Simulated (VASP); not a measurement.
# Rb2CeH2 (Ibam) in VASP: single point with PBE

Aim: the single point of Rb2CeH2 with PBE.

Program: VASP 6.6.1. These are calculated values, not measurements. Logs are shortened: lines on timing, memory, paths and dates and some standing lists are left out, and cuts for length are marked.

## (1) The cell of the first run

Symmetry: Ibam, No. 72, orthorhombic system. The conventional cell has a = 7.031 Å, b = 13.361 Å, c = 6.415 Å, α = 90.00°, β = 90.00°, γ = 90.00°. H (site symmetry m) has 2 Ce at 2.53 Å and 5 Rb at 3.34 to 3.48 Å within 3.5 Å. Within 4.6 Å of Rb (site symmetry m) lie 6 H at 3.34 to 3.71 Å and 2 Ce at 3.42 Å and 7 Rb at 4.00 to 4.56 Å. Within 3.5 Å of Ce (site symmetry 222) lie 4 H at 2.53 Å and 2 Ce at 3.21 Å and 4 Rb at 3.42 Å.

## (2) Single point, PBE

POSCAR reads:

```
Rb2CeH2
1.0
    0.0000000000      0.0000000000      6.4152330000
    7.0305300000      0.0000000000      0.0000000000
    3.5152650000      6.6807000000     -3.2076160000
H Rb Ce
4 4 2
Direct
    0.8948000000      0.2984000000      0.7896000000
    0.1052000000      0.7016000000      0.2104000000
    0.6052000000      0.0880000000      0.2104000000
    0.3948000000      0.9120000000      0.7896000000
    0.1451000000      0.1845000000      0.2902000000
    0.8549000000      0.8155000000      0.7098000000
    0.3549000000      0.4747000000      0.7098000000
    0.6451000000      0.5253000000      0.2902000000
    0.2500000000      0.0000000000      0.0000000000
    0.7500000000      0.0000000000      0.0000000000
```

INCAR.step1 reads:

```
ALGO = Normal
EDIFF = 1E-6
ENCUT = 520
GGA = PE
ISIF = 2
ISMEAR = -1
LASPH = T
LCHARG = T
LMAXMIX = 6
LREAL = F
LWAVE = F
NBANDS = 43
NELM = 60
PREC = Accurate
SIGMA = 0.1
```

KPOINTS.step1 reads:

```
k-points
0
Gamma
  4 4 4
```

INCAR.step2 reads:

```
ALGO = Normal
EDIFF = 1E-6
ENCUT = 520
GGA = PE
ICHARG = 11
ISIF = 2
ISMEAR = -5
LASPH = T
LCHARG = F
LMAXMIX = 6
LORBIT = 10
LREAL = F
LWAVE = F
NEDOS = 2001
NELM = 60
PREC = Accurate
SIGMA = 0.1
```

KPOINTS.step2 reads:

```
k-points
0
Gamma
  6 6 6
```

Potentials or basis: VASP PAW PBE potentials, release 64 (H, Rb_sv, Ce).

The run is started by

```bash
> cat potpaw_PBE.64/H/POTCAR potpaw_PBE.64/Rb_sv/POTCAR potpaw_PBE.64/Ce/POTCAR > POTCAR
> cp INCAR.step1 INCAR
> cp KPOINTS.step1 KPOINTS
> mpirun -np 1 vasp_std > vasp.out
> cp INCAR.step2 INCAR
> cp KPOINTS.step2 KPOINTS
> mpirun -np 1 vasp_std > vasp.out
```

OUTCAR:

```text
EDIFF = 1E-6
   ENCUT = 520
   GGA = PE
   ICHARG = 11
   ISIF = 2
   ISMEAR = -5
   LASPH = T
   LORBIT = 10
   LREAL = F
   NELM = 60
   PREC = Accurate

 ion  position               nearest neighbor table
   1  0.895  0.298  0.790-   8 3.34
   2  0.105  0.702  0.210-   7 3.34
   3  0.605  0.088  0.210-   6 3.34
   4  0.395  0.912  0.790-   5 3.34
   5  0.145  0.184  0.290-   4 3.34   9 3.42  10 3.42   8 4.00   8 4.00   6 4.40   6 4.40   7 4.50
                             7 4.50   6 4.56   7 5.03   7 5.03   8 5.64   8 5.64
   6  0.855  0.816  0.710-   3 3.34  10 3.42   9 3.42   7 4.00   7 4.00   5 4.40   5 4.40   8 4.50
                             8 4.50   5 4.56   8 5.03   8 5.03   7 5.64   7 5.64
   7  0.355  0.475  0.710-   2 3.34   9 3.42  10 3.42   6 4.00   6 4.00   8 4.40   8 4.40   5 4.50
                             5 4.50   8 4.56   5 5.03   5 5.03   6 5.64   6 5.64
   8  0.645  0.525  0.290-   1 3.34  10 3.42   9 3.42   5 4.00   5 4.00   7 4.40   7 4.40   6 4.50
                             6 4.50   7 4.56   6 5.03   6 5.03   5 5.64   5 5.64
   9  0.250  0.000  0.000-   5 3.42   7 3.42   6 3.42   8 3.42
  10  0.750  0.000  0.000-   6 3.42   8 3.42   7 3.42   5 3.42

  LATTYP: Found a body centered orthorhombic cell.
 ALAT       =     6.4152330000
 B/A-ratio  =     1.0959118710
 C/A-ratio  =     2.0827614523

  Lattice vectors:

 A1 = (   3.5152650000,  -6.6807000000,   3.2076160000)
 A2 = (  -3.5152650000,  -6.6807000000,  -3.2076170000)
 A3 = (   3.5152650000,   6.6807000000,  -3.2076160000)

Analysis of symmetry for initial positions (statically):
=====================================================================
 Subroutine PRICEL returns:
 Original cell was already a primitive cell.

 Routine SETGRP: Setting up the symmetry group for a
 body centered orthorhombic supercell.

 Subroutine GETGRP returns: Found  8 space group operations
 (whereof  4 operations were pure point group operations)
 out of a pool of  8 trial point group operations.

The static configuration has the point symmetry C_2h.
 The point group associated with its full space group is D_2h.

Analysis of symmetry for dynamics (positions and initial velocities):
=====================================================================
 Subroutine PRICEL returns:
 Original cell was already a primitive cell.

 Routine SETGRP: Setting up the symmetry group for a
 body centered orthorhombic supercell.

 Subroutine GETGRP returns: Found  8 space group operations
 (whereof  4 operations were pure point group operations)
 out of a pool of  8 trial point group operations.

The dynamic configuration has the point symmetry C_2h.
 The point group associated with its full space group is D_2h.

 Subroutine INISYM returns: Found  8 space group operations
 (whereof  4 operations are pure point group operations),
 and found     1 'primitive' translations

----------------------------------------------------------------------------------------

                                     Primitive cell

  volume of cell :     301.3162

  direct lattice vectors                    reciprocal lattice vectors
     0.000000000  0.000000000  6.415233000     0.000000000  0.074842445  0.155878984
     7.030530000  0.000000000  0.000000000     0.142236787 -0.074842457  0.000000000
     3.515265000  6.680700000 -3.207616000     0.000000000  0.149684913  0.000000000

  length of vectors
     6.415233000  7.030530000  8.202294857     0.172915150  0.160725533  0.149684913

  position of ions in fractional coordinates (direct lattice)
     0.894800000  0.298400000  0.789600000
     0.105200000  0.701600000  0.210400000
     0.605200000  0.088000000  0.210400000
     0.394800000  0.912000000  0.789600000
     0.145100000  0.184500000  0.290200000
     0.854900000  0.815500000  0.709800000
     0.354900000  0.474700000  0.709800000
     0.645100000  0.525300000  0.290200000
     0.250000000  0.000000000  0.000000000
     0.750000000  0.000000000  0.000000000

  ion indices of the primitive-cell ions
   primitive index   ion index
                 1           1
                 2           2
                 3           3
                 4           4
                 5           5
                 6           6
                 7           7
                 8           8
[... 20 lines left out ...]

  Shift w.r.t. Gamma in fractional coordinates (k-lattice)
     0.000000000  0.000000000  0.000000000

 TETIRR: Found    537 inequivalent tetrahedra from     1296

 Subroutine IBZKPT returns following result:
 ===========================================

 Found     46 irreducible k-points:

 Following reciprocal coordinates:
            Coordinates               Weight
  0.000000  0.000000  0.000000      1.000000
  0.166667  0.000000 -0.000000      4.000000
  0.333333  0.000000 -0.000000      4.000000
  0.500000  0.000000 -0.000000      2.000000
  0.000000  0.166667  0.000000      4.000000
  0.166667  0.166667  0.000000      4.000000
[... 16 lines left out ...]
  0.333333  0.000000  0.166667      4.000000
  0.500000  0.000000  0.166667      4.000000
 [... further k-points ...]
   k-points           NKPTS =     46   k-points in BZ     NKDIM =     46   number of bands    NBANDS=     38
   number of dos      NEDOS =   2001   number of ions     NIONS =     10
   total plane-waves  NPLWV = 165888
   dimension x,y,z NGX =    48 NGY =   54 NGZ =   64
   dimension x,y,z NGXF=    96 NGYF=  108 NGZF=  128
   ions per type =               4   4   2
   NGX,Y,Z   is equivalent  to a cutoff of  12.44, 12.77, 12.97 a.u.
   NGXF,Y,Z  is equivalent  to a cutoff of  24.88, 25.54, 25.94 a.u.
 SYSTEM =  unknown system
   PREC   = accura    normal or accurate (medium, high low for compatibility)
   ISTART =      0    job   : 0-new  1-cont  2-samecut
   ICHARG =     11    charge: 1-file 2-atom 10-const
   ISPIN  =      1    spin polarized calculation?
   LNONCOLLINEAR =      F non collinear calculations
   LSORBIT =      F    spin-orbit coupling
   LASPH  =      T    aspherical Exc in radial PAW
   ENCUT  =  520.0 eV  38.22 Ry    6.18 a.u.  11.93 13.07 15.25*2*pi/ulx,y,z
   NELM   =     60;   NELMIN=  2; NELMDL=  0     # of ELM steps
   EDIFF  = 0.1E-05   stopping-criterion for ELM
   LREAL  =      F    real-space projection
   EDIFFG = 0.1E-04   stopping-criterion for IOM
   NSW    =      0    number of steps for IOM
   IBRION =     -1    ionic relax: 0-MD 1-quasi-New 2-CG
   NFREE  =      0    steps in history (QN), initial steepest desc. (CG)
   ISIF   =      2    stress and relaxation
   ISYM   =      2    0-nonsym 1-usesym 2-fastsym
   POTIM  = 0.5000    time-step for ionic-motion
   TEBEG  =    0.0;   TEEND  =   0.0 temperature during run
   PSTRESS=    0.0 pullay stress
   NELECT =      64.0000    total number of electrons
   NUPDOWN=      -1.0000    fix difference up-down
   EMIN   =  10.00;   EMAX   =-10.00  energy-range for DOS
   EFERMI =   0.00;   METHOD = LEGACY
   ISMEAR =    -5;   SIGMA  =   0.10  broadening in eV -4-tet -1-fermi 0-gaus
   EFERMI_NEDOS =   21; number of points for ismear=-14 and -15
   IALGO  =     38    algorithm
   IMIX   =      4    mixing-type and parameters
     AMIX     =   0.40;   BMIX     =  1.00
     AMIX_MAG =   1.60;   BMIX_MAG =  1.00
  volume/ion in A,a.u.               =      30.13       203.34
  Fermi-wavevector in a.u.,A,eV,Ry     =   0.976774  1.845835 12.981142  0.954087
  Thomas-Fermi vector in A             =   2.107419
   LORBIT       =     10    0 simple, 1 ext, 2 COOP (PROOUT), +10 PAW based schemes
   GGA     = PE    functional components
   LHFCALC =     F    Hartree Fock is set to
   AEXX    =    0.0000 exact exchange contribution
   IVDW    =     0    specifies the selected vdW correction
   LEPSILON=     F    determine dielectric tensor
   LRPA    =     F    only Hartree local field effects (RPA)
 non-spin polarized calculation
 Fermi weights with tetrahedron method with Bloechl corrections
  energy-cutoff  :      520.00
  volume of cell :      301.32
 maximum number of plane-waves:      8137

 number of electron      63.9999998 magnetization

 Free energy of the ion-electron system (eV)
  ---------------------------------------------------
  ext. energy  EPLUGINS =         0.00000000
  ---------------------------------------------------
  free energy    TOTEN  =       -25.60260874 eV

  energy without entropy =      -25.60260874  energy(sigma->0) =      -25.60260874

 E-fermi :   2.6592     XC(G=0):  -7.6824

 val. band max:        2.6687580931   @ k =   0.0000   0.5000   0.0000
 cond. band min:       2.6589040577   @ k =   0.3333  -0.1667   0.1667
 fundamental gap:     -0.0098540354
 Fermi energy:         2.6591819371

 k-point     1 :       0.0000    0.0000    0.0000
  band No.  band energies     occupation
      1     -32.3876      2.00000
      2     -32.1197      2.00000
      3     -26.1893      2.00000
      4     -26.1744      2.00000
      5     -26.1588      2.00000
      6     -26.1564      2.00000
[... 973 lines left out ...]
     37       2.8908      0.00000
     38       2.9030      0.00000

 [... further k-points ...]
[... 5 lines left out ...]
  --------------------------------------------------------------------------------------
  -------------------------------------------------------------------------------------
  Total      -15.9087053    -19.7993956    -23.8459602      0.0000000     -0.0000015      0.0000000
  in kB      -84.5907645   -105.2785864   -126.7952334      0.0000000     -0.0000079      0.0000000
  external PRESSURE =    -105.5548614 kB  Pullay stress =       0.0000000 kB

 VOLUME and BASIS-vectors are now :
 -----------------------------------------------------------------------------
  energy-cutoff  :      520.00
  volume of cell :      301.32
      direct lattice vectors                 reciprocal lattice vectors
     0.000000000  0.000000000  6.415233000     0.000000000  0.074842445  0.155878984
     7.030530000  0.000000000  0.000000000     0.142236787 -0.074842457  0.000000000
     3.515265000  6.680700000 -3.207616000     0.000000000  0.149684913  0.000000000

 POSITION                                       TOTAL-FORCE (eV/Angst)
 -----------------------------------------------------------------------------------
      4.87356      5.27508      3.20762        -0.358645      0.468499      0.000000
      5.67223      1.40562      0.00000         0.358645     -0.468499     -0.000000
      1.35830      1.40562      3.20762        -0.358645     -0.468499     -0.000000
      9.18750      5.27508      0.00000         0.358645      0.468499      0.000000
      2.31726      1.93874      0.00000         0.663398      0.650896      0.000000
      8.22853      4.74196      3.20762        -0.663398     -0.650896     -0.000000
      5.83253      4.74196      0.00000         0.663398     -0.650896     -0.000000
      4.71327      1.93874      3.20762        -0.663398      0.650896      0.000000
      0.00000      0.00000      1.60381         0.000000      0.000000     -0.000000
      0.00000      0.00000      4.81142         0.000000      0.000000      0.000000
 -----------------------------------------------------------------------------------
    total drift:                               -0.000000     -0.000000      0.000000

  FREE ENERGIE OF THE ION-ELECTRON SYSTEM (eV)
  ---------------------------------------------------
  free  energy   TOTEN  =       -25.6026087401 eV

  energy  without entropy=      -25.6026087401  energy(sigma->0) =      -25.60260874

 total charge

# of ion       s       p       d       f       tot
--------------------------------------------------
    1        0.476   0.004   0.000   0.000   0.480
    2        0.476   0.004   0.000   0.000   0.480
    3        0.476   0.004   0.000   0.000   0.480
    4        0.476   0.004   0.000   0.000   0.480
    5        1.972   5.310   0.043   0.000   7.325
    6        1.972   5.310   0.043   0.000   7.325
    7        1.972   5.310   0.043   0.000   7.325
    8        1.972   5.310   0.043   0.000   7.325
    9        2.039   5.625   1.098   0.858   9.619
   10        2.039   5.625   1.098   0.858   9.619
--------------------------------------------------
tot         13.867  32.506   2.368   1.716  50.456
```

It took 31 min on 1 thread of AMD EPYC 9755, shared host; peak memory 0.7 GiB.

Results:

```yaml
Valence_electrons_inside_the_program's_atomic_spheres: H 0.48; Rb 7.33; Ce 9.62
```

Caveat: spin-orbit coupling is left out, which moves the levels of the heavy elements; semilocal functionals describe open f shells poorly, which spoils levels, moments and volumes; tetrahedron occupations give inexact forces and stress in metals.
